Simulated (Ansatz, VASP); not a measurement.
## Two plane-wave programs on Sn

The input POSCAR:

```
Sn
1.0
   -2.0291894110      2.0291894110      1.6607599896
    2.0291894110     -2.0291894110      1.6607599896
    2.0291894110      2.0291894110     -1.6607599896
Sn
1
Direct
    0.0000000000      0.0000000000      0.0000000000
```

File INCAR.step1:

```
SYSTEM = Sn
ALGO     = Normal         ! electronic algorithm
EDIFF    = 1E-4           ! SCF threshold, eV
ENCUT    = 520            ! plane-wave cutoff, eV
GGA      = PE             ! functional
ISMEAR   = -1             ! smearing method
LASPH    = .True.         ! aspherical terms in the spheres
LCHARG   = .False.        ! write CHGCAR
LREAL    = .False.        ! projectors in reciprocal space
LWAVE    = .True.         ! write WAVECAR
NBANDS   = 13             ! bands
NELM     = 100            ! most SCF steps
PREC     = Accurate       ! precision mode
SIGMA    = 0.05           ! smearing width, eV
```

INCAR.step2

```
SYSTEM = Sn
ALGO     = Normal         ! electronic algorithm
EDIFF    = 1E-7           ! SCF threshold, eV
ENCUT    = 520            ! plane-wave cutoff, eV
ISIF     = 2              ! what is computed and relaxed
ISMEAR   = -1             ! smearing method
ISTART   = 1            
LASPH    = .True.         ! aspherical terms in the spheres
LCHARG   = .False.        ! write CHGCAR
LMIXTAU  = .True.       
LREAL    = .False.        ! projectors in reciprocal space
LWAVE    = .False.        ! write WAVECAR
METAGGA  = R2SCAN         ! meta-GGA
NBANDS   = 13             ! bands
NELM     = 100            ! most SCF steps
PREC     = Accurate       ! precision mode
SIGMA    = 0.05           ! smearing width, eV
```

The input KPOINTS:

```
k-points
0
Gamma
  6 6 6
  0 0 0
```

Contents of input.yaml:

```yaml
crystal:
  lattice:
    - [-2.029189411, 2.029189411, 1.6607599896]
    - [2.029189411, -2.029189411, 1.6607599896]
    - [2.029189411, 2.029189411, -1.6607599896]
  atoms:
    - { symbol: Sn, position: [0.0, 0.0, 0.0] }
hamiltonian:
  xc: r2scan
  pseudopotentials: { kind: paw }
kpoints:
  mp_grid: { grid: [6, 6, 6] }
  band_path:
    path:
      - [[0.0, 0.0, 0.0], [0.0, 0.0, 0.5], [-0.5, 0.5, 0.5], [0.0, 0.0, 0.0], [0.4174590337, 0.4174590337, -0.4174590337], [0.25, 0.25, 0.25], [0.0, 0.5, 0.0], [-0.4174590337, 0.5825409663, 0.4174590337], [-0.5, 0.5, 0.5]]
      - [[0.0, 0.0, 0.5], [0.25, 0.25, 0.25]]
    npoints: 14
scf:
  occupations: { method: fermi_dirac, width: 0.05 }
  n_extra_bands: 6
output:
  forces: true
  stress: true
  eigenvalues: true
  fatbands: false
```

Alike in both runs: functional r2SCAN; k mesh 6 × 6 × 6; occupations fermi-dirac, width 0.05 eV; no spin polarisation.

|  | VASP | Ansatz |
| --- | --- | --- |
| version | VASP 6.6.1 | Ansatz 0.2.0 |
| potentials or method | VASP PAW PBE potentials, release 64 (Sn_d) | Ansatz PAW |
| plane-wave cutoff (eV) | 520 | 500 |
| valence electrons in the cell | 14 | 14 |
| task | single point | band structure |

```tsv
	VASP	Ansatz	Ansatz less VASP
gap on the k mesh at the Fermi level (eV)	none	none	-
pressure (GPa)	0.1	0.1	+0.01
traceless stress, the component that is largest in VASP (GPa)	-0.70	-0.71	-0.009
```

VASP's potentials were made for PBE, not for r2SCAN. A gap of «none» marks a metal or a gap that the smearing closes. The functional is the same, so the differences come from potentials, cutoffs and numerics.

The k mesh is coarse, so the values compare programs but aren't converged.
